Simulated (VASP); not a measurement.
Set up this calculation in VASP 6.6.1, as the native input.

```yaml
Task: single point
Functional: PBE
Potentials_or_basis: VASP PAW PBE potentials, release 64 (Mg, S)
Cutoff: 520 eV
k_mesh: 6 × 6 × 2
Occupations: gaussian, width 0.1 eV
Spin: no spin polarisation
Dipole_correction: no
Further_INCAR_settings: ALGO = Normal; EDIFF = 1e-06; NBANDS = 25
```

The structure of MgS5 lies in POSCAR:

```
MgS5
1.0
    3.2067572857      0.0000000000      0.0000000000
   -1.6033786429      2.7771332732      0.0000000000
    0.0000000000      0.0000000000     14.4894991733
Mg S
1 5
Direct
    0.0000000000      0.0000000000      0.0000000000
    0.6666666667      0.3333333333      0.8753385648
    0.0000000000      0.0000000000      0.6115102312
    0.6666666667      0.3333333333      0.5000000000
    0.0000000000      0.0000000000      0.3884897688
    0.6666666667      0.3333333333      0.1246614352
```

These files were run (other wordings do the same):

INCAR

```
PREC     = Accurate       # precision mode
ENCUT    = 520            # plane-wave cutoff, eV
EDIFF    = 1E-6           # SCF threshold, eV
ISMEAR   = 0              # smearing method
SIGMA    = 0.1            # smearing width, eV
LREAL    = F              # projectors in reciprocal space
LASPH    = T              # aspherical terms in the spheres
NELM     = 80             # most SCF steps
ALGO     = Normal         # electronic algorithm
ISIF     = 2              # what is computed and relaxed
LWAVE    = F              # write WAVECAR
LCHARG   = T              # write CHGCAR
GGA      = PE             # functional
LELF     = T              # ELF
LVHAR    = T            
NBANDS   = 25             # bands
```

KPOINTS

```
Automatic mesh
0
Gamma
  6 6 2
```

Potentials or basis: VASP PAW PBE potentials, release 64 (Mg, S).

Launch:

```bash
$ cat potpaw_PBE.64/Mg/POTCAR potpaw_PBE.64/S/POTCAR > POTCAR
$ mpirun -np 1 vasp_std > vasp.out
```

Results of the run:

```json
{"Pressure": "-0.2 GPa", "Largest force": "0.023 eV/Å", "Band gap on the k mesh": "zero (band 16 reaches 4.45 eV, above the bottom of band 17 at 2.66 eV)"}
```

Caveat: the k points lie up to 0.38 Å⁻¹ apart.

Wall time 36 s on 1 thread of Intel(R) Xeon(R) Platinum 8375C CPU @ 2.90GHz (Ice Lake), on a shared host, peak memory 0.24 GiB.
